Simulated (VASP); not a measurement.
Here is a VASP 6.6.1 calculation.

Contents of INCAR:

```
  ALGO = Normal
  DIPOL = 0.5 0.5 0.500
  EDIFF = 1E-6
  ENCUT = 520
  GGA = PS
  IDIPOL = 3
  ISIF = 2
  ISMEAR = 0
  LASPH = T
  LCHARG = F
  LDIPOL = T
  LREAL = F
  LWAVE = F
  NBANDS = 31
  NELM = 80
  PREC = Accurate
  SIGMA = 0.1
```

File KPOINTS:

```
k-points
0
Gamma
  9 9 1
```

File POSCAR:

```
TiAl3
1.0
    3.9006678809      0.0000000000      0.0000000000
    0.0000000000      3.9724249774      0.0000000000
    0.0000000000      0.0000000000     21.0262766716
Al Ti
6 2
Direct
    0.5000000000      0.0000000000      0.3550042628
    0.0000000000      0.5000000000      0.3547953984
    0.5000000000      0.5000000000      0.4546604371
    0.0000000000      0.5000000000      0.5453397669
    0.0000000000      0.0000000000      0.6449955231
    0.5000000000      0.5000000000      0.6452044500
    0.0000000000      0.0000000000      0.4467907635
    0.5000000000      0.0000000000      0.5532093983
```

Potentials or basis: VASP PAW PBE potentials, release 64 (Al, Ti_sv).

Command:

```bash
$ cat potpaw_PBE.64/Al/POTCAR potpaw_PBE.64/Ti_sv/POTCAR > POTCAR
$ mpirun -np 1 vasp_std > vasp.out
```

Question: Estimate the band gap on the k mesh.

Answer: Zero (band 21 reaches 1.27 eV, above the bottom of band 22 at 0.42 eV).

Question: What does it give for the largest force?

Answer: 0.022 eV/Å.

Forces on the atoms (eV/Å):
```
Al   0.000  0.000  0.004
Al   0.000  0.000  0.010
Al   0.000  0.000 -0.020
Al   0.000  0.000  0.020
Al   0.000  0.000 -0.004
Al   0.000  0.000 -0.010
Ti   0.000  0.000  0.022
Ti   0.000  0.000 -0.022
```

Caveat: the PAW data sets were made with another functional, which shifts forces and pressure a little.
